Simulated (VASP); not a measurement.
Set up this calculation in VASP 6.6.1, as the native input.

```
Task                   : single point
Functional             : revPBE
Potentials or basis    : VASP PAW PBE potentials, release 64 (Fe)
Cutoff                 : 520 eV
k mesh                 : 19 × 19 × 5
Occupations            : fermi-dirac, width 0.05 eV
Spin                   : collinear spin, ferrimagnetic start
Starting moments       : [0.768, 0.768, -1.438, -1.438] μB
Dipole correction      : no
Further INCAR settings : ALGO = Normal; EDIFF = 1e-06; NBANDS = 28
```

The structure of Fe lies in POSCAR:

```
Fe
1.0
    2.4684614705      0.0000000000      0.0000000000
   -1.2342307353      2.1377503417      0.0000000000
    0.0000000000      0.0000000000      8.1196695754
Fe
4
Direct
    0.0000000000      1.0000000000      1.0000000000
    0.0000000000      1.0000000000      0.5000000000
    0.3333333333      0.6666666667      0.2500000000
    0.6666666667      0.3333333333      0.7500000000
```

This isn't the form of Fe at room conditions, which is bcc.

One way to write it, as run:

INCAR

```
SYSTEM = Fe
PREC = Accurate
ENCUT = 520
EDIFF = 1E-6
ISMEAR = -1
SIGMA = 0.05
LREAL = .False.
LASPH = .True.
NELM = 150
ALGO = Normal
ISIF = 2
LWAVE = .False.
LCHARG = .True.
ISPIN = 2
MAGMOM = 0.768 0.768 -1.438 -1.438
LORBIT = 11
LMAXMIX = 4
GGA = RE
LELF = .True.
LVHAR = .True.
NBANDS = 28
```

KPOINTS

```
regular mesh
0
Gamma
  19 19 5
  0 0 0
```

Potentials or basis: VASP PAW PBE potentials, release 64 (Fe).

Run with:

```bash
$ cat potpaw_PBE.64/Fe/POTCAR > POTCAR
$ mpirun -np 1 vasp_std > vasp.out
```

It gave:

The pressure is 0.2 GPa. The net moment is -1.25 μB per cell. The site moments are Fe +0.86, -1.48 (each value once) μB and the valence electrons inside the program's atomic spheres are Fe 7.39, 7.38 (each value once).

Caveat: the PAW data sets were made with another functional, which shifts forces and pressure a little.

Wall time 3 min on 1 thread of AMD EPYC 9R45 96-Core Processor (Zen 5), with other jobs on the host, peak memory 0.28 GiB.
